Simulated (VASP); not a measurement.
# Cu12O in VASP: notebook

The runs below take Cu12O through single point, with PBE.

All numbers are computed with VASP 6.6.1; they aren't measurements. Logs are shortened: lines on timing, memory, paths and dates and some standing lists are left out, and cuts for length are marked.

## Step 1: The cell of the first run

The cell holds a slab with vacuum, 13 atoms: a = 5.132 Å, b = 5.132 Å, c = 19.028 Å, α = 90.00°, β = 90.00°, γ = 90.00°.

## Step 2: Single point, PBE

File INCAR:

```
  PREC = Accurate
  ENCUT = 520
  EDIFF = 1E-6
  ISMEAR = 0
  SIGMA = 0.1
  LREAL = F
  LASPH = T
  NELM = 100
  ALGO = Normal
  ISIF = 2
  LWAVE = F
  LCHARG = F
  LDIPOL = T
  IDIPOL = 3
  DIPOL = 0.5 0.5 0.315
  GGA = PE
  NBANDS = 81
```

File KPOINTS:

```
Automatic mesh
0
Gamma
  5 5 1
```

File POSCAR:

```
Cu12O
1.0
    5.1319544654      0.0000000000      0.0000000000
    0.0000000000      5.1319544654      0.0000000000
    0.0000000000      0.0000000000     19.0279314150
Cu O
12 1
Direct
    0.2500000000      0.2500000000      0.2102172807
    0.2500000000      0.7500000000      0.2102172807
    0.7500000000      0.2500000000      0.2102172807
    0.7500000000      0.7500000000      0.2102172807
    0.0000000000      0.0000000000      0.3029241254
    0.0000000000      0.5000000000      0.3029241254
    0.5000000000      0.0000000000      0.3029241254
    0.5000000000      0.5000000000      0.3029241254
    0.2500000000      0.2500000000      0.3956253179
    0.2500000000      0.7500000000      0.3956253179
    0.7500000000      0.2500000000      0.3956253179
    0.7500000000      0.7500000000      0.3956253179
    0.3333333333      0.5000000000      0.4598786130
```

Potentials or basis: VASP PAW PBE potentials, release 64 (Cu, O).

Started as:

```console
$ cat potpaw_PBE.64/Cu/POTCAR potpaw_PBE.64/O/POTCAR > POTCAR
$ mpirun -np 1 vasp_std > vasp.out
```

OUTCAR:

```text
PREC = Accurate
   ENCUT = 520
   EDIFF = 1E-6
   ISMEAR = 0
   LREAL = F
   LASPH = T
   NELM = 100
   ISIF = 2
   GGA = PE

 ion  position               nearest neighbor table
   1  0.250  0.250  0.210-   5 2.53   6 2.53   7 2.53   8 2.53   2 2.57   3 2.57   2 2.57   3 2.57

   2  0.250  0.750  0.210-   5 2.53   6 2.53   7 2.53   8 2.53   1 2.57   4 2.57   1 2.57   4 2.57

   3  0.750  0.250  0.210-   5 2.53   6 2.53   7 2.53   8 2.53   1 2.57   4 2.57   4 2.57   1 2.57
[... 4 lines left out ...]
                             6 2.57   7 2.57   6 2.57   7 2.57
   6  0.000  0.500  0.303-   9 2.53  10 2.53  11 2.53  12 2.53   1 2.53   2 2.53   3 2.53   4 2.53
                             5 2.57   8 2.57   5 2.57   8 2.57
   7  0.500  0.000  0.303-   9 2.53  10 2.53  11 2.53  12 2.53   1 2.53   2 2.53   3 2.53   4 2.53
                             5 2.57   8 2.57   8 2.57   5 2.57
   8  0.500  0.500  0.303-   9 2.53  10 2.53  11 2.53  12 2.53   1 2.53   2 2.53   3 2.53   4 2.53
                             6 2.57   7 2.57   7 2.57   6 2.57
   9  0.250  0.250  0.396-  13 1.82   6 2.53   7 2.53   8 2.53   5 2.53  11 2.57  10 2.57  10 2.57
                            11 2.57
  10  0.250  0.750  0.396-  13 1.82   6 2.53   7 2.53   8 2.53   5 2.53  12 2.57   9 2.57   9 2.57
                            12 2.57
  11  0.750  0.250  0.396-   5 2.53   6 2.53   7 2.53   8 2.53   9 2.57  12 2.57  12 2.57   9 2.57

  12  0.750  0.750  0.396-   5 2.53   6 2.53   7 2.53   8 2.53  10 2.57  11 2.57  11 2.57  10 2.57

  13  0.333  0.500  0.460-   9 1.82  10 1.82

  LATTYP: Found a simple tetragonal cell.
 ALAT       =     5.1319544654
 C/A-ratio  =     3.7077358233

  Lattice vectors:

 A1 = (   5.1319544654,   0.0000000000,   0.0000000000)
 A2 = (   0.0000000000,   5.1319544654,   0.0000000000)
 A3 = (   0.0000000000,   0.0000000000,  19.0279314150)

Analysis of symmetry for initial positions (statically):
=====================================================================
 Subroutine PRICEL returns:
 Original cell was already a primitive cell.

 Routine SETGRP: Setting up the symmetry group for a
 simple tetragonal supercell.

 Subroutine GETGRP returns: Found  2 space group operations
 (whereof  2 operations were pure point group operations)
 out of a pool of 16 trial point group operations.

The static configuration has the point symmetry C_1h.

Analysis of symmetry for dynamics (positions and initial velocities):
=====================================================================
 Subroutine PRICEL returns:
 Original cell was already a primitive cell.

 Routine SETGRP: Setting up the symmetry group for a
 simple tetragonal supercell.

 Subroutine GETGRP returns: Found  2 space group operations
 (whereof  2 operations were pure point group operations)
 out of a pool of 16 trial point group operations.

The dynamic configuration has the point symmetry C_1h.

 Subroutine INISYM returns: Found  2 space group operations
 (whereof  2 operations are pure point group operations),
 and found     1 'primitive' translations

----------------------------------------------------------------------------------------

                                     Primitive cell

  volume of cell :     501.1378

  direct lattice vectors                    reciprocal lattice vectors
     5.131954465  0.000000000  0.000000000     0.194857536  0.000000000  0.000000000
     0.000000000  5.131954465  0.000000000     0.000000000  0.194857536  0.000000000
     0.000000000  0.000000000 19.027931415     0.000000000  0.000000000  0.052554320

  length of vectors
     5.131954465  5.131954465 19.027931415     0.194857536  0.194857536  0.052554320

  position of ions in fractional coordinates (direct lattice)
     0.250000000  0.250000000  0.210217281
     0.250000000  0.750000000  0.210217281
     0.750000000  0.250000000  0.210217281
     0.750000000  0.750000000  0.210217281
     0.000000000  0.000000000  0.302924125
[... 36 lines left out ...]
     0.038971507  0.000000000  0.000000000     0.200000000  0.000000000  0.000000000
     0.000000000  0.038971507  0.000000000     0.000000000  0.200000000  0.000000000
     0.000000000  0.000000000  0.052554320     0.000000000  0.000000000  1.000000000

  Length of vectors
     0.038971507  0.038971507  0.052554320

  Shift w.r.t. Gamma in fractional coordinates (k-lattice)
     0.000000000  0.000000000  0.000000000

 Subroutine IBZKPT returns following result:
 ===========================================

 Found      9 irreducible k-points:

 Following reciprocal coordinates:
            Coordinates               Weight
  0.000000  0.000000  0.000000      1.000000
  0.200000  0.000000  0.000000      2.000000
  0.000000  0.200000  0.000000      2.000000
  0.400000  0.000000  0.000000      2.000000
  0.000000  0.400000  0.000000      2.000000
  0.200000  0.200000  0.000000      4.000000
  0.400000  0.200000  0.000000      4.000000
 -0.200000  0.400000  0.000000      4.000000
  0.400000  0.400000  0.000000      4.000000
   k-points           NKPTS =      9   k-points in BZ     NKDIM =      9   number of bands    NBANDS=     81
   number of dos      NEDOS =    301   number of ions     NIONS =     13
   total plane-waves  NPLWV = 230400
   dimension x,y,z NGX =    40 NGY =   40 NGZ =  144
   dimension x,y,z NGXF=    80 NGYF=   80 NGZF=  288
   ions per type =              12   1
   NGX,Y,Z   is equivalent  to a cutoff of  12.96, 12.96, 12.58 a.u.
   NGXF,Y,Z  is equivalent  to a cutoff of  25.92, 25.92, 25.16 a.u.
 SYSTEM =  unknown system
   PREC   = accura    normal or accurate (medium, high low for compatibility)
   ISTART =      0    job   : 0-new  1-cont  2-samecut
   ICHARG =      2    charge: 1-file 2-atom 10-const
   ISPIN  =      1    spin polarized calculation?
   LNONCOLLINEAR =      F non collinear calculations
   LSORBIT =      F    spin-orbit coupling
   LASPH  =      T    aspherical Exc in radial PAW
   ENCUT  =  520.0 eV  38.22 Ry    6.18 a.u.   9.54  9.54 35.38*2*pi/ulx,y,z
   NELM   =    100;   NELMIN=  2; NELMDL= -5     # of ELM steps
   EDIFF  = 0.1E-05   stopping-criterion for ELM
   LREAL  =      F    real-space projection
   EDIFFG = 0.1E-04   stopping-criterion for IOM
   NSW    =      0    number of steps for IOM
   IBRION =     -1    ionic relax: 0-MD 1-quasi-New 2-CG
   NFREE  =      0    steps in history (QN), initial steepest desc. (CG)
   ISIF   =      2    stress and relaxation
   ISYM   =      2    0-nonsym 1-usesym 2-fastsym
   POTIM  = 0.5000    time-step for ionic-motion
   TEBEG  =    0.0;   TEEND  =   0.0 temperature during run
   PSTRESS=    0.0 pullay stress
   NELECT =     138.0000    total number of electrons
   NUPDOWN=      -1.0000    fix difference up-down
   EMIN   =  10.00;   EMAX   =-10.00  energy-range for DOS
   EFERMI =   0.00;   METHOD = LEGACY
   ISMEAR =     0;   SIGMA  =   0.10  broadening in eV -4-tet -1-fermi 0-gaus
   EFERMI_NEDOS =   21; number of points for ismear=-14 and -15
   IALGO  =     38    algorithm
   IMIX   =      4    mixing-type and parameters
     AMIX     =   0.40;   BMIX     =  1.00
     AMIX_MAG =   1.60;   BMIX_MAG =  1.00
  volume/ion in A,a.u.               =      38.55       260.14
  Fermi-wavevector in a.u.,A,eV,Ry     =   1.065080  2.012709 15.434380  1.134395
  Thomas-Fermi vector in A             =   2.200620
   LORBIT       =      0    0 simple, 1 ext, 2 COOP (PROOUT), +10 PAW based schemes
   GGA     = PE    functional components
   LHFCALC =     F    Hartree Fock is set to
   AEXX    =    0.0000 exact exchange contribution
   IVDW    =     0    specifies the selected vdW correction
   LEPSILON=     F    determine dielectric tensor
   LRPA    =     F    only Hartree local field effects (RPA)
 non-spin polarized calculation
 Gauss-broadening in eV      SIGMA  =   0.10
  energy-cutoff  :      520.00
  volume of cell :      501.14
 maximum number of plane-waves:     13595
 NGX is ok and might be reduce to    40
   NGX = 19   NGY = 19   NGZ = 71

 dipolmoment           0.000000      0.000000     -0.175316 electrons x Angstroem

 number of electron     137.9999789 magnetization

 dipolmoment           0.000000      0.000000      0.184387 electrons x Angstroem

 Free energy of the ion-electron system (eV)
  ---------------------------------------------------
  ext. energy  EPLUGINS =         0.00000000
  ---------------------------------------------------
  free energy    TOTEN  =       -45.94991667 eV

  energy without entropy =      -45.90566482  energy(sigma->0) =      -45.92779074

 E-fermi :  -1.3589     XC(G=0):  -4.7184

 val. band max:       -1.3730666502   @ k =   0.4000   0.2000   0.0000
 cond. band min:      -1.3106724136   @ k =   0.2000   0.2000   0.0000
 fundamental gap:      0.0623942367
 Fermi energy:        -1.3589430767

 k-point     1 :       0.0000    0.0000    0.0000
  band No.  band energies     occupation
      1     -18.9965      2.00000
      2      -9.7261      2.00000
      3      -7.1560      2.00000
      4      -6.3031      2.00000
      5      -6.2951      2.00000
      6      -6.2593      2.00000
[... 745 lines left out ...]
     80       4.4490      0.00000
     81       4.5955      0.00000

------------------------ aborting loop because EDIFF is reached ----------------------------------------

 vacuum level on the upper side and lower side of the slab       (xc-potential included)         0.480        -0.717

  FORCE on cell =-STRESS in cart. coord.  units (eV):
  Direction    XX          YY          ZZ          XY          YZ          ZX
  --------------------------------------------------------------------------------------
  -------------------------------------------------------------------------------------
  Total       -3.2480552     -1.6354153      1.5014985      0.0000000      0.0000000      0.5292156
  in kB      -10.3842903     -5.2285523      4.8004099      0.0000000      0.0000000      1.6919442
  external PRESSURE =      -3.6041442 kB  Pullay stress =       0.0000000 kB

 VOLUME and BASIS-vectors are now :
 -----------------------------------------------------------------------------
  energy-cutoff  :      520.00
  volume of cell :      501.14
      direct lattice vectors                 reciprocal lattice vectors
     5.131954465  0.000000000  0.000000000     0.194857536  0.000000000  0.000000000
     0.000000000  5.131954465  0.000000000     0.000000000  0.194857536  0.000000000
     0.000000000  0.000000000 19.027931415     0.000000000  0.000000000  0.052554320

 POSITION                                       TOTAL-FORCE (eV/Angst)
 -----------------------------------------------------------------------------------
      1.28299      1.28299      4.00000        -0.000357      0.017150     -0.050128
      1.28299      3.84897      4.00000        -0.000357     -0.017150     -0.050128
      3.84897      1.28299      4.00000        -0.003925     -0.035030     -0.022128
      3.84897      3.84897      4.00000        -0.003925      0.035030     -0.022128
      0.00000      0.00000      5.76402         0.074410      0.000000      0.109553
      0.00000      2.56598      5.76402        -0.125385      0.000000     -0.168247
      2.56598      0.00000      5.76402        -0.040307      0.000000     -0.069196
      2.56598      2.56598      5.76402         0.162453      0.000000     -0.394867
      1.28299      1.28299      7.52793        -0.216449     -0.668298      0.227001
      1.28299      3.84897      7.52793        -0.216449      0.668298      0.227001
      3.84897      1.28299      7.52793        -0.070738     -0.061594      0.039608
      3.84897      3.84897      7.52793        -0.070738      0.061594      0.039608
      1.71065      2.56598      8.75054         0.511769      0.000000      0.134052
 -----------------------------------------------------------------------------------
    total drift:                                0.000159     -0.000000      0.001542

  FREE ENERGIE OF THE ION-ELECTRON SYSTEM (eV)
  ---------------------------------------------------
  free  energy   TOTEN  =       -45.9499166657 eV

  energy  without entropy=      -45.9056648188  energy(sigma->0) =      -45.92779074

 vacuum level on the upper side and lower side of the slab         4.384         3.168
```

Run time: 13 min. Hardware: 1 thread of Intel Xeon Platinum 8488C (Sapphire Rapids), shared host; peak memory 0.64 GiB.

What came out:

* Free energy: -45.9499 eV
* Largest force: 0.738 eV/Å
* Band gap on the k mesh: zero (band 69 reaches -0.82 eV, above the bottom of band 70 at -1.45 eV)

Forces in eV/Å, atoms in the order of the input:
```
Cu   0.000  0.017 -0.050
Cu   0.000 -0.017 -0.050
Cu  -0.004 -0.035 -0.022
Cu  -0.004  0.035 -0.022
Cu   0.074  0.000  0.110
Cu  -0.125  0.000 -0.168
Cu  -0.040  0.000 -0.069
Cu   0.162  0.000 -0.395
Cu  -0.216 -0.668  0.227
Cu  -0.216  0.668  0.227
Cu  -0.071 -0.062  0.040
Cu  -0.071  0.062  0.040
O    0.512  0.000  0.134
```

Levels at points of the mesh, in eV from the Fermi level:
| k point | band 66 | band 67 | band 68 | band 69 | band 70 | band 71 | band 72 | band 73 |
| --- | --- | --- | --- | --- | --- | --- | --- | --- |
| (0.00, 0.00, 0.00) | -0.73 | -0.55 | -0.27 | -0.26 | -0.09 | -0.08 | 0.56 | 1.32 |

## Step 3: Single point, PBE

File INCAR:

```
SYSTEM = Cu12O
ALGO = Normal
DIPOL = 0.5 0.5 0.314
EDIFF = 1E-7
ENCUT = 520
GGA = PE
IDIPOL = 3
ISIF = 2
ISMEAR = 0
LASPH = .True.
LCHARG = .False.
LDIPOL = .True.
LREAL = .False.
LWAVE = .False.
NBANDS = 81
NELM = 100
PREC = Accurate
SIGMA = 0.1
```

File KPOINTS:

```
k-points
0
Gamma
  5 5 1
  0 0 0
```

POSCAR: that of step 2 with these lines changed.

```diff
@@ -20,2 +20,2 @@
     0.7500000000      0.7500000000      0.3956253179
-    0.3333333333      0.5000000000      0.4598786130
+    0.4166666667      0.5000000000      0.4497935548
```

Potentials or basis: VASP PAW PBE potentials, release 64 (Cu, O).

Started as:

```console
$ cat potpaw_PBE.64/Cu/POTCAR potpaw_PBE.64/O/POTCAR > POTCAR
$ mpirun -np 1 vasp_std > vasp.out
```

OUTCAR:

```text
SYSTEM = Cu12O
   EDIFF = 1E-7
   ENCUT = 520
   GGA = PE
   ISIF = 2
   ISMEAR = 0
   LASPH = .True.
   LREAL = .False.
   NELM = 100
   PREC = Accurate

 ion  position               nearest neighbor table
   1  0.250  0.250  0.210-   5 2.53   6 2.53   7 2.53   8 2.53   2 2.57   3 2.57   2 2.57   3 2.57

   2  0.250  0.750  0.210-   5 2.53   6 2.53   7 2.53   8 2.53   1 2.57   4 2.57   1 2.57   4 2.57

   3  0.750  0.250  0.210-   5 2.53   6 2.53   7 2.53   8 2.53   1 2.57   4 2.57   4 2.57   1 2.57
[... 4 lines left out ...]
                             6 2.57   7 2.57   6 2.57   7 2.57
   6  0.000  0.500  0.303-   9 2.53  10 2.53  11 2.53  12 2.53   1 2.53   2 2.53   3 2.53   4 2.53
                             5 2.57   8 2.57   5 2.57   8 2.57
   7  0.500  0.000  0.303-   9 2.53  10 2.53  11 2.53  12 2.53   1 2.53   2 2.53   3 2.53   4 2.53
                             5 2.57   8 2.57   8 2.57   5 2.57
   8  0.500  0.500  0.303-   9 2.53  10 2.53  11 2.53  12 2.53   1 2.53   2 2.53   3 2.53   4 2.53
                             6 2.57   7 2.57   7 2.57   6 2.57
   9  0.250  0.250  0.396-  13 1.85   6 2.53   7 2.53   8 2.53   5 2.53  11 2.57  10 2.57  10 2.57
                            11 2.57
  10  0.250  0.750  0.396-  13 1.85   6 2.53   7 2.53   8 2.53   5 2.53  12 2.57   9 2.57   9 2.57
                            12 2.57
[... 971 lines left out ...]
  -------------------------------------------------------------------------------------
  Total       -3.1907772     -2.2461351      1.5037232      0.0000000      0.0000000      1.0966220
  in kB      -10.2011681     -7.1810722      4.8075224      0.0000000      0.0000000      3.5059877
  external PRESSURE =      -4.1915726 kB  Pullay stress =       0.0000000 kB

 VOLUME and BASIS-vectors are now :
 -----------------------------------------------------------------------------
  energy-cutoff  :      520.00
  volume of cell :      501.14
      direct lattice vectors                 reciprocal lattice vectors
     5.131954465  0.000000000  0.000000000     0.194857536  0.000000000  0.000000000
     0.000000000  5.131954465  0.000000000     0.000000000  0.194857536  0.000000000
     0.000000000  0.000000000 19.027931415     0.000000000  0.000000000  0.052554320

 POSITION                                       TOTAL-FORCE (eV/Angst)
 -----------------------------------------------------------------------------------
      1.28299      1.28299      4.00000         0.008681      0.025988     -0.033481
      1.28299      3.84897      4.00000         0.008681     -0.025988     -0.033481
      3.84897      1.28299      4.00000        -0.013618     -0.027933     -0.019359
      3.84897      3.84897      4.00000        -0.013618      0.027933     -0.019359
      0.00000      0.00000      5.76402         0.004654      0.000000      0.246109
      0.00000      2.56598      5.76402        -0.059797      0.000000     -0.122958
      2.56598      0.00000      5.76402         0.019464      0.000000     -0.100557
      2.56598      2.56598      5.76402         0.128274      0.000000     -0.665041
      1.28299      1.28299      7.52793        -0.470850     -0.653841      0.085761
      1.28299      3.84897      7.52793        -0.470850      0.653841      0.085761
      3.84897      1.28299      7.52793        -0.164634      0.056393      0.239710
      3.84897      3.84897      7.52793        -0.164634     -0.056393      0.239710
      2.13831      2.56598      8.55864         1.188250      0.000000      0.097182
 -----------------------------------------------------------------------------------
    total drift:                               -0.000356      0.000000      0.001831

  FREE ENERGIE OF THE ION-ELECTRON SYSTEM (eV)
  ---------------------------------------------------
  free  energy   TOTEN  =       -46.2980720227 eV

  energy  without entropy=      -46.2577542597  energy(sigma->0) =      -46.27791314

 vacuum level on the upper side and lower side of the slab         4.159         3.317
```

OSZICAR:

```text
N       E                     dE             d eps       ncg     rms          rms(c)
DAV:   1     0.128998127353E+04    0.12900E+04   -0.57960E+04  1458   0.196E+03
DAV:   2     0.128648727702E+03   -0.11613E+04   -0.11285E+04  1458   0.437E+02
DAV:   3    -0.345510674485E+02   -0.16320E+03   -0.15373E+03  1994   0.209E+02
DAV:   4    -0.571265307809E+02   -0.22575E+02   -0.21086E+02  2236   0.758E+01
[... 27 lines left out ...]
DAV:  32    -0.462980705446E+02   -0.19520E-05   -0.12209E-07   945   0.556E-03    0.816E-04
DAV:  33    -0.462980715582E+02   -0.10136E-05   -0.91961E-08   949   0.263E-03    0.334E-04
DAV:  34    -0.462980717092E+02   -0.15101E-06   -0.34485E-08   934   0.247E-03    0.248E-04
DAV:  35    -0.462980719972E+02   -0.28804E-06   -0.28049E-08   936   0.126E-03    0.284E-04
DAV:  36    -0.462980720227E+02   -0.25531E-07   -0.86756E-09   934   0.944E-04
   1 F= -.46298072E+02 E0= -.46277913E+02  d E =-.403178E-01
```

stdout:

```text
POSCAR found type information on POSCAR CuO
 POSCAR found :  2 types and      13 ions
 scaLAPACK will be used
 LDA part: xc-table for (Slater+PW92), standard interpolation
 POSCAR, INCAR and KPOINTS ok, starting setup
 FFT: planning ... GRIDC
 FFT: planning ... GRID_SOFT
 FFT: planning ... GRID
 WAVECAR not read
 entering main loop
```

It took 26 min on 1 thread of Oxide Virtual Turin-like, shared host; peak memory 0.63 GiB.

Results:

| Item | Value |
| --- | --- |
| Free energy | -46.2981 eV |
| Largest force | 1.192 eV/Å |
| Band gap on the k mesh | zero (band 69 reaches -0.75 eV, above the bottom of band 70 at -1.33 eV) |

Forces in eV/Å, atoms in the order of the input:
```
Cu   0.009  0.026 -0.033
Cu   0.009 -0.026 -0.033
Cu  -0.014 -0.028 -0.019
Cu  -0.014  0.028 -0.019
Cu   0.005  0.000  0.246
Cu  -0.060  0.000 -0.123
Cu   0.019  0.000 -0.101
Cu   0.128  0.000 -0.665
Cu  -0.471 -0.654  0.086
Cu  -0.471  0.654  0.086
Cu  -0.165  0.056  0.240
Cu  -0.165 -0.056  0.240
O    1.188  0.000  0.097
```

With open d or f shells a metallic result of PBE can be an artefact of self-interaction; +U or a hybrid may open a gap.
